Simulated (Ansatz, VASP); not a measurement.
**One calculation of H3CF, two programs**

The input INCAR:

```
  PREC = Accurate
  ENCUT = 520
  EDIFF = 1E-6
  ISMEAR = 0
  SIGMA = 0.05
  LREAL = F
  LASPH = T
  NELM = 80
  ALGO = Normal
  ISIF = 2
  LWAVE = F
  LCHARG = F
  LDIPOL = T
  IDIPOL = 3
  DIPOL = 0.5 0.5 0.675
  GGA = PE
  IVDW = 12
  NBANDS = 15
```

Contents of KPOINTS:

```
regular mesh
0
Gamma
  2 3 1
```

POSCAR

```
H3CF
1.0
    7.6671877233      0.0000000000      0.0000000000
    0.0000000000      5.4215204318      0.0000000000
    0.0000000000      0.0000000000     28.3729680262
C F H
1 1 3
Direct
   -0.2096677696      0.4871531222      0.6750579425
   -0.1736186660      0.2342773411      0.6720954748
   -0.1007474629      0.5902871065      0.6594510527
   -0.3304448814      0.5251615146      0.6555412780
   -0.2252140999      0.5371949393      0.7123109290
```

Input for Ansatz:

```yaml
crystal:
  lattice:
    - [7.6671877233, 0.0, 0.0]
    - [0.0, 5.4215204318, 0.0]
    - [0.0, 0.0, 28.3729680262]
  atoms:
    - { symbol: C, position: [-0.2096677696, 0.4871531222, 0.6750579425] }
    - { symbol: F, position: [-0.173618666, 0.2342773411, 0.6720954748] }
    - { symbol: H, position: [-0.1007474629, 0.5902871065, 0.6594510527] }
    - { symbol: H, position: [-0.3304448814, 0.5251615146, 0.655541278] }
    - { symbol: H, position: [-0.2252140999, 0.5371949393, 0.712310929] }
basis:
  ecutwfc: 420
kpoints:
  mp_grid: { grid: [2, 3, 1] }
hamiltonian:
  xc: pbe
  dispersion: d3bj
scf:
  occupations: { method: gaussian, width: 0.05 }
output:
  forces: true
  eigenvalues: true
  write_density: true
  volumetric_format: npy
efield:
  axis: 3
  dipole_correction: true
  ramp_width: 0.04
```

Alike in both runs: task single point; functional PBE; dispersion D3(BJ); k mesh 2 × 3 × 1; occupations gaussian, width 0.05 eV; no spin polarisation.

|  | VASP | Ansatz |
| --- | --- | --- |
| version | VASP 6.6.1 | Ansatz 0.2.0 |
| potentials or method | VASP PAW PBE potentials, release 64 (C, F, H), cutoff 520 eV | scalar-relativistic, plane waves, PAW |
| valence electrons in the cell | 14 | 14 |

Ansatz gave:

| Quantity | Value |
| --- | --- |
| gap on the k mesh at the Fermi level (eV) | 7.13 |
| rms of the force components (eV/Å) | 0.013 |

Task: What did VASP give for the same quantities?

Result: gap on the k mesh at the Fermi level (eV): 7.13; rms of the force components (eV/Å): 0.115.

Atom by atom the forces differ by 0.114 eV/Å (rms over components).
